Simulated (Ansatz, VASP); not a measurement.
**Cu5Ru2Au in VASP and in Ansatz**

```xyz
16
Lattice="-3.7511 3.9040 -3.5330 3.8029 3.9565 3.5337 3.8291 -3.9047 -3.6116" Properties=species:S:1:pos:R:3 pbc="T T T"
Cu    1.8532   -1.8950   -3.5918
Cu    3.8946    3.8730   -0.0404
Cu    1.9054    1.8546   -3.5925
Cu    1.9197    0.0870   -1.8326
Cu    3.8638    1.9618   -1.9015
Cu    3.7334    0.1304   -0.0363
Cu    0.1922    7.9418    0.0132
Cu    1.9742    1.9177   -0.0149
Cu   -1.8558    3.9726   -1.7546
Cu    3.7976   -0.0507   -3.6115
Ru    0.0077    1.9756   -5.3475
Ru   -1.7382    2.0286   -3.6209
Ru   -0.0637    1.9750   -1.8298
Ru    3.9034    1.9926    1.9280
Au    1.9842    3.8220   -1.8602
Au    1.9076    3.8863    1.7926
```

Alike in both runs: functional PBE; k mesh 3 × 3 × 3; occupations gaussian, width 0.1 eV; no spin polarisation.

Ansatz relaxed the structure, and its values are those at the end. VASP's run is a single point on that final structure, the one shown.

|  | VASP | Ansatz |
| --- | --- | --- |
| version | VASP 6.6.1 | Ansatz 0.2.0 |
| potentials or method | VASP PAW PBE potentials, release 64 (Cu, Ru_pv, Au), cutoff 520 eV | scalar-relativistic, plane waves, PAW |
| valence electrons in the cell | 188 | 292 |

```csv
,VASP,Ansatz,Ansatz less VASP
gap on the k mesh at the Fermi level (eV),none,none,-
pressure (GPa),0.2,0.0,-0.24
rms of the force components (eV/Å),0.008,0.005,-0.0032
```

A gap of «none» marks a metal or a gap that the smearing closes. VASP's potentials hold 188 valence electrons a cell and Ansatz's 292, so a difference there can come from the potentials and not from the codes.

The k mesh is coarse, so the values compare programs but aren't converged. Spin-orbit coupling is off throughout.
